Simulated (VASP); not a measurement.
# InAs (F-43m) in VASP: notebook

InAs is run at these levels: LDA; tasks: single point.

Program: VASP 6.6.1. These are calculated values, not measurements. Logs are shortened: lines on timing, memory, paths and dates and some standing lists are left out, and cuts for length are marked.

## (1) The cell of the first run

It takes space group F-43m (No. 216, cubic). The conventional cell has a = 5.841 Å, b = 5.841 Å, c = 5.841 Å, α = 90.00°, β = 90.00°, γ = 90.00°. Within 3.3 Å of In (site symmetry -43m) lie 4 As at 2.53 Å. Within 3.3 Å of As (site symmetry -43m) lie 4 In at 2.53 Å.

## (2) Single point, LDA

File INCAR:

```
SYSTEM = InAs
ALGO = Normal ; EDIFF = 1E-7
ENCUT = 520 ; GGA = CA
ISIF = 2 ; ISMEAR = -1
LASPH = .TRUE. ; LCHARG = .FALSE.
LREAL = .FALSE. ; LWAVE = .FALSE.
NBANDS = 16 ; NELM = 100
PREC = Accurate ; SIGMA = 0.08
```

File KPOINTS:

```
k-points
0
G
  14 14 14
  0 0 0
```

File POSCAR:

```
InAs
1.0
    0.0000000000      2.9206718367      2.9206718367
    2.9206718367      0.0000000000      2.9206718367
    2.9206718367      2.9206718367      0.0000000000
In As
1 1
Direct
    0.0000000000      0.0000000000      0.0000000000
    0.7500000000      0.7500000000      0.7500000000
```

Potentials or basis: VASP PAW LDA potentials, release 64 (In_d, As).

Launch:

```bash
$ cat potpaw_LDA.64/In_d/POTCAR potpaw_LDA.64/As/POTCAR > POTCAR
$ mpirun -np 1 vasp_std > vasp.out
```

OUTCAR:

```text
SYSTEM = InAs
   EDIFF = 1E-7
   ENCUT = 520
   GGA = CA
   ISIF = 2
   ISMEAR = -1
   LASPH = .TRUE.
   LREAL = .FALSE.
   NELM = 100
   PREC = Accurate

 ion  position               nearest neighbor table
   1  0.000  0.000  0.000-   2 2.53   2 2.53   2 2.53   2 2.53
   2  0.750  0.750  0.750-   1 2.53   1 2.53   1 2.53   1 2.53

  LATTYP: Found a face centered cubic cell.
 ALAT       =     5.8413436734

  Lattice vectors:

 A1 = (   0.0000000000,   2.9206718367,   2.9206718367)
 A2 = (   2.9206718367,   0.0000000000,   2.9206718367)
 A3 = (   2.9206718367,   2.9206718367,   0.0000000000)

Analysis of symmetry for initial positions (statically):
=====================================================================
 Subroutine PRICEL returns:
 Original cell was already a primitive cell.

 Routine SETGRP: Setting up the symmetry group for a
 face centered cubic supercell.

 Subroutine GETGRP returns: Found 24 space group operations
 (whereof 24 operations were pure point group operations)
 out of a pool of 48 trial point group operations.

The static configuration has the point symmetry T_d .

Analysis of symmetry for dynamics (positions and initial velocities):
=====================================================================
 Subroutine PRICEL returns:
 Original cell was already a primitive cell.

 Routine SETGRP: Setting up the symmetry group for a
 face centered cubic supercell.

 Subroutine GETGRP returns: Found 24 space group operations
 (whereof 24 operations were pure point group operations)
 out of a pool of 48 trial point group operations.

The dynamic configuration has the point symmetry T_d .

 Subroutine INISYM returns: Found 24 space group operations
 (whereof 24 operations are pure point group operations),
 and found     1 'primitive' translations

----------------------------------------------------------------------------------------

                                     Primitive cell

  volume of cell :      49.8286

  direct lattice vectors                    reciprocal lattice vectors
     0.000000000  2.920671837  2.920671837    -0.171193488  0.171193488  0.171193488
     2.920671837  0.000000000  2.920671837     0.171193488 -0.171193488  0.171193488
     2.920671837  2.920671837  0.000000000     0.171193488  0.171193488 -0.171193488

  length of vectors
     4.130453723  4.130453723  4.130453723     0.296515820  0.296515820  0.296515820

[... 73 lines left out ...]
   ICHARG =      2    charge: 1-file 2-atom 10-const
   ISPIN  =      1    spin polarized calculation?
   LNONCOLLINEAR =      F non collinear calculations
   LSORBIT =      F    spin-orbit coupling
   LASPH  =      T    aspherical Exc in radial PAW
   ENCUT  =  520.0 eV  38.22 Ry    6.18 a.u.   7.68  7.68  7.68*2*pi/ulx,y,z
   NELM   =    100;   NELMIN=  2; NELMDL= -5     # of ELM steps
   EDIFF  = 0.1E-06   stopping-criterion for ELM
   LREAL  =      F    real-space projection
   EDIFFG = 0.1E-05   stopping-criterion for IOM
   NSW    =      0    number of steps for IOM
   IBRION =     -1    ionic relax: 0-MD 1-quasi-New 2-CG
   NFREE  =      0    steps in history (QN), initial steepest desc. (CG)
   ISIF   =      2    stress and relaxation
   ISYM   =      2    0-nonsym 1-usesym 2-fastsym
   POTIM  = 0.5000    time-step for ionic-motion
   TEBEG  =    0.0;   TEEND  =   0.0 temperature during run
   PSTRESS=    0.0 pullay stress
   NELECT =      18.0000    total number of electrons
   NUPDOWN=      -1.0000    fix difference up-down
   EMIN   =  10.00;   EMAX   =-10.00  energy-range for DOS
   EFERMI =   0.00;   METHOD = LEGACY
   ISMEAR =    -1;   SIGMA  =   0.08  broadening in eV -4-tet -1-fermi 0-gaus
   EFERMI_NEDOS =   21; number of points for ismear=-14 and -15
   IALGO  =     38    algorithm
   IMIX   =      4    mixing-type and parameters
     AMIX     =   0.40;   BMIX     =  1.00
     AMIX_MAG =   1.60;   BMIX_MAG =  1.00
  volume/ion in A,a.u.               =      24.91       168.13
  Fermi-wavevector in a.u.,A,eV,Ry     =   1.165931  2.203290 18.495698  1.359395
  Thomas-Fermi vector in A             =   2.302451
   LORBIT       =      0    0 simple, 1 ext, 2 COOP (PROOUT), +10 PAW based schemes
   GGA     = CA    functional components
   LHFCALC =     F    Hartree Fock is set to
   AEXX    =    0.0000 exact exchange contribution
   IVDW    =     0    specifies the selected vdW correction
   LEPSILON=     F    determine dielectric tensor
   LRPA    =     F    only Hartree local field effects (RPA)
 non-spin polarized calculation
  energy-cutoff  :      520.00
  volume of cell :       49.83
 maximum number of plane-waves:      1363
   NGX = 15   NGY = 15   NGZ = 15

 number of electron      18.0000001 magnetization

 Free energy of the ion-electron system (eV)
  ---------------------------------------------------
  ext. energy  EPLUGINS =         0.00000000
  ---------------------------------------------------
  free energy    TOTEN  =        -8.92549832 eV

  energy without entropy =       -8.92522856  energy(sigma->0) =       -8.92536344

 E-fermi :   5.7093     XC(G=0):  -9.8637

 val. band max:        5.6110047708   @ k =   0.0000   0.0000   0.0000
 cond. band min:       6.4072398411   @ k =   0.0714   0.0000   0.0000
 fundamental gap:      0.7962350702
 Fermi energy:         5.7093090535

 k-point     1 :       0.0000    0.0000    0.0000
  band No.  band energies     occupation
      1      -9.1494      2.00000
      2      -9.1494      2.00000
      3      -9.1494      2.00000
      4      -8.9707      2.00000
      5      -8.9707      2.00000
      6      -7.1704      2.00000
[... 433 lines left out ...]
      3      -9.1053      2.00000
      4      -8.9865      2.00000
      5      -8.9590      2.00000
      6      -6.2951      2.00000
[... 8 lines left out ...]
     15      15.4445      0.00000
     16      15.4721      0.00000

 [... further k-points ...]
[... 5 lines left out ...]
  --------------------------------------------------------------------------------------
  -------------------------------------------------------------------------------------
  Total        2.2491532      2.2491532      2.2491532     -0.0000000     -0.0000000      0.0000000
  in kB       72.3188204     72.3188204     72.3188204     -0.0000000     -0.0000000      0.0000000
  external PRESSURE =      72.3188204 kB  Pullay stress =       0.0000000 kB

 VOLUME and BASIS-vectors are now :
 -----------------------------------------------------------------------------
  energy-cutoff  :      520.00
  volume of cell :       49.83
      direct lattice vectors                 reciprocal lattice vectors
     0.000000000  2.920671837  2.920671837    -0.171193488  0.171193488  0.171193488
     2.920671837  0.000000000  2.920671837     0.171193488 -0.171193488  0.171193488
     2.920671837  2.920671837  0.000000000     0.171193488  0.171193488 -0.171193488

 POSITION                                       TOTAL-FORCE (eV/Angst)
 -----------------------------------------------------------------------------------
      0.00000      0.00000      0.00000        -0.000000      0.000000      0.000000
      4.38101      4.38101      4.38101         0.000000     -0.000000     -0.000000
 -----------------------------------------------------------------------------------
    total drift:                               -0.000000     -0.000000     -0.000000

  FREE ENERGIE OF THE ION-ELECTRON SYSTEM (eV)
  ---------------------------------------------------
  free  energy   TOTEN  =        -8.9254983221 eV

  energy  without entropy=       -8.9252285592  energy(sigma->0) =       -8.92536344
```

OSZICAR:

```text
N       E                     dE             d eps       ncg     rms          rms(c)
DAV:   1     0.115772830947E+03    0.11577E+03   -0.83630E+03  3352   0.126E+03
DAV:   2    -0.143153591302E+01   -0.11720E+03   -0.11222E+03  3736   0.306E+02
DAV:   3    -0.908694876725E+01   -0.76554E+01   -0.76129E+01  4208   0.763E+01
DAV:   4    -0.927832425524E+01   -0.19138E+00   -0.19133E+00  4136   0.131E+01
DAV:   5    -0.928753939355E+01   -0.92151E-02   -0.92150E-02  4920   0.251E+00    0.561E+00
DAV:   6    -0.897928107138E+01    0.30826E+00   -0.38033E-01  5288   0.117E+01    0.309E+00
DAV:   7    -0.892895740060E+01    0.50324E-01   -0.13355E-01  4768   0.364E+00    0.695E-01
DAV:   8    -0.892566891713E+01    0.32885E-02   -0.15686E-02  4088   0.146E+00    0.316E-01
DAV:   9    -0.892549802703E+01    0.17089E-03   -0.95541E-04  4296   0.235E-01    0.202E-01
DAV:  10    -0.892550161348E+01   -0.35864E-05   -0.16894E-04  4496   0.255E-01    0.775E-02
DAV:  11    -0.892550051995E+01    0.10935E-05   -0.53476E-05  5312   0.144E-01    0.335E-02
DAV:  12    -0.892549825396E+01    0.22660E-05   -0.63338E-06  4600   0.331E-02    0.786E-03
DAV:  13    -0.892549832214E+01   -0.68181E-07   -0.78685E-07  4176   0.628E-03
   1 F= -.89254983E+01 E0= -.89253634E+01  d E =-.269763E-03
```

Run time: 67 s. Hardware: 1 thread of Intel Xeon Platinum 8488C (Sapphire Rapids), shared host; peak memory 0.21 GiB.

What came out:

| Property | Result |
| --- | --- |
| Free energy | -8.9255 eV |
| Pressure | 7.2 GPa |
| Band gap on the k mesh | 0.14 eV |

Caveat: the cell stands under pressure; the smearing spreads over this small gap; semilocal functionals underestimate gaps, and a narrow one can read as zero; spin-orbit coupling is left out, which moves the levels of the heavy elements.

## (3) Single point, LDA

This run uses another cell than the first one, of 25.82 Å³/atom.

File INCAR:

```
SYSTEM = InAs
ALGO = Normal
EDIFF = 1E-6
ENCUT = 520
GGA = CA
ISIF = 2
ISMEAR = -1
LASPH = .TRUE.
LCHARG = .TRUE.
LELF = .TRUE.
LREAL = .FALSE.
LVHAR = .TRUE.
LWAVE = .FALSE.
NBANDS = 16
NELM = 100
PREC = Accurate
SIGMA = 0.08
```

KPOINTS is that of step 2.

File POSCAR:

```
InAs
1.0
    0.0000000000      2.9554649846      2.9554649846
    2.9554649846      0.0000000000      2.9554649846
    2.9554649846      2.9554649846      0.0000000000
In As
1 1
Direct
    0.0000000000      0.0000000000      0.0000000000
    0.7500000000      0.7500000000      0.7500000000
```

Potentials or basis: VASP PAW LDA potentials, release 64 (In_d, As).

Launch:

```bash
$ cat potpaw_LDA.64/In_d/POTCAR potpaw_LDA.64/As/POTCAR > POTCAR
$ mpirun -np 1 vasp_std > vasp.out
```

Wall time 62 s (1 thread of Intel Xeon Platinum 8488C (Sapphire Rapids), shared host); peak memory 0.22 GiB.

Results (log left out):

| Quantity | Value |
| --- | --- |
| Free energy | -8.9898 eV |
| Pressure | 4.2 GPa |
| Band gap on the k mesh | zero (filled and empty bands touch) |

Levels at points of the mesh, in eV from the Fermi level:
```csv
k point,band 5,band 6,band 7,band 8,band 9,band 10,band 11,band 12,band 13,band 14
"(0.00, 0.00, 0.00)",-14.58,-12.60,-0.27,-0.22,-0.22,-0.22,3.62,3.62,3.62,7.31
"(0.50, 0.00, 0.00)",-14.57,-10.89,-6.43,-1.33,-1.33,0.73,4.42,4.42,6.53,9.00
"(0.50, 0.50, 0.00)",-14.55,-10.27,-6.45,-2.81,-2.81,1.08,1.73,9.23,9.39,9.39
```

Caveat: the cell stands under pressure; semilocal functionals underestimate gaps, and a narrow one can read as zero; spin-orbit coupling is left out, which moves the levels of the heavy elements.

## (4) Single point, LDA

This run uses another cell than the first one, of 26.52 Å³/atom.

File INCAR:

```
SYSTEM = InAs
PREC     = Accurate       ! precision mode
ENCUT    = 520            ! plane-wave cutoff, eV
EDIFF    = 1E-6           ! SCF threshold, eV
ISMEAR   = -1             ! smearing method
SIGMA    = 0.08           ! smearing width, eV
LREAL    = .FALSE.        ! projectors in reciprocal space
LASPH    = .TRUE.         ! aspherical terms in the spheres
NELM     = 100            ! most SCF steps
ALGO     = Normal         ! electronic algorithm
ISIF     = 2              ! what is computed and relaxed
LWAVE    = .FALSE.        ! write WAVECAR
LCHARG   = .FALSE.        ! write CHGCAR
GGA      = CA             ! functional
NBANDS   = 16             ! bands
```

File KPOINTS:

```
Automatic mesh
0
G
  14 14 14
  0 0 0
```

File POSCAR:

```
InAs
1.0
    0.0000000000      2.9820890832      2.9820890832
    2.9820890832      0.0000000000      2.9820890832
    2.9820890832      2.9820890832      0.0000000000
In As
1 1
Direct
    0.0000000000      0.0000000000      0.0000000000
    0.7500000000      0.7500000000      0.7500000000
```

Potentials or basis: VASP PAW LDA potentials, release 64 (In_d, As).

Launch:

```bash
$ cat potpaw_LDA.64/In_d/POTCAR potpaw_LDA.64/As/POTCAR > POTCAR
$ mpirun -np 1 vasp_std > vasp.out
```

OUTCAR:

```text
SYSTEM = InAs
   PREC = Accurate
   ENCUT = 520
   EDIFF = 1E-6
   ISMEAR = -1
   LREAL = .FALSE.
   LASPH = .TRUE.
   NELM = 100
   ISIF = 2
   GGA = CA

 ion  position               nearest neighbor table
   1  0.000  0.000  0.000-   2 2.58   2 2.58   2 2.58   2 2.58
   2  0.750  0.750  0.750-   1 2.58   1 2.58   1 2.58   1 2.58

  LATTYP: Found a face centered cubic cell.
 ALAT       =     5.9641781664

  Lattice vectors:

 A1 = (   0.0000000000,   2.9820890832,   2.9820890832)
[... 624 lines left out ...]
      3      -9.6424      2.00000
      4      -9.5433      2.00000
      5      -9.5217      2.00000
      6      -6.6360      2.00000
[... 8 lines left out ...]
     15      14.5589      0.00000
     16      14.6307      0.00000

 [... further k-points ...]
[... 5 lines left out ...]
  --------------------------------------------------------------------------------------
  -------------------------------------------------------------------------------------
  Total        0.7172739      0.7172739      0.7172739      0.0000000      0.0000000     -0.0000000
  in kB       21.6672483     21.6672483     21.6672483      0.0000000      0.0000000     -0.0000000
  external PRESSURE =      21.6672483 kB  Pullay stress =       0.0000000 kB

 VOLUME and BASIS-vectors are now :
 -----------------------------------------------------------------------------
  energy-cutoff  :      520.00
  volume of cell :       53.04
      direct lattice vectors                 reciprocal lattice vectors
     0.000000000  2.982089083  2.982089083    -0.167667694  0.167667694  0.167667694
     2.982089083  0.000000000  2.982089083     0.167667694 -0.167667694  0.167667694
     2.982089083  2.982089083  0.000000000     0.167667694  0.167667694 -0.167667694

 POSITION                                       TOTAL-FORCE (eV/Angst)
 -----------------------------------------------------------------------------------
      0.00000      0.00000      0.00000         0.000000      0.000000      0.000000
      4.47313      4.47313      4.47313        -0.000000     -0.000000     -0.000000
 -----------------------------------------------------------------------------------
    total drift:                                0.000000      0.000000      0.000000

  FREE ENERGIE OF THE ION-ELECTRON SYSTEM (eV)
  ---------------------------------------------------
  free  energy   TOTEN  =        -9.0179566739 eV

  energy  without entropy=       -9.0176438729  energy(sigma->0) =       -9.01780027
```

Run time: 65 s. Hardware: 1 thread of Intel Xeon Platinum 8488C (Sapphire Rapids), shared host; peak memory 0.22 GiB.

Results:

```
Free energy            : -9.0180 eV
Pressure               : 2.2 GPa
Band gap on the k mesh : zero (filled and empty bands touch)
```

Levels at points of the mesh, in eV from the Fermi level:
| k point | band 5 | band 6 | band 7 | band 8 | band 9 | band 10 | band 11 | band 12 | band 13 | band 14 |
| --- | --- | --- | --- | --- | --- | --- | --- | --- | --- | --- |
| (0.00, 0.00, 0.00) | -14.53 | -12.42 | -0.41 | -0.22 | -0.22 | -0.22 | 3.61 | 3.61 | 3.61 | 7.21 |
| (0.50, 0.00, 0.00) | -14.52 | -10.80 | -6.28 | -1.29 | -1.29 | 0.67 | 4.41 | 4.41 | 6.50 | 8.85 |
| (0.50, 0.50, 0.00) | -14.50 | -10.21 | -6.32 | -2.71 | -2.71 | 1.13 | 1.73 | 9.05 | 9.20 | 9.20 |

Caveat: semilocal functionals underestimate gaps, and a narrow one can read as zero; spin-orbit coupling is left out, which moves the levels of the heavy elements.

## (5) Overview

| cell | gap on the mesh (eV) | pressure (GPa) |
| --- | --- | --- |
| a = 4.130 Å, angles 60.0°, 2 atoms | 0.14 | 7.2 |
| a = 4.180 Å, angles 60.0°, 2 atoms | none | 4.2 |
| a = 4.217 Å, angles 60.0°, 2 atoms | none | 2.2 |

Alike in all rows: task single point; level LDA; potentials or basis VASP PAW LDA potentials, release 64 (In_d, As); no spin polarisation; k mesh 14 × 14 × 14; cutoff (eV) 520; smearing fermi-dirac 0.08 eV.

Caveats: semilocal functionals underestimate gaps, and a narrow one can read as zero; spin-orbit coupling is left out, which moves the levels of the heavy elements; the cell stands under pressure (at least some runs); the smearing spreads over this small gap (at least some runs).

Total energies depend on the potentials used, so only differences within one code and one set of settings carry meaning.

The gap in the log of VASP goes by the Fermi energy; the results here count the filled bands.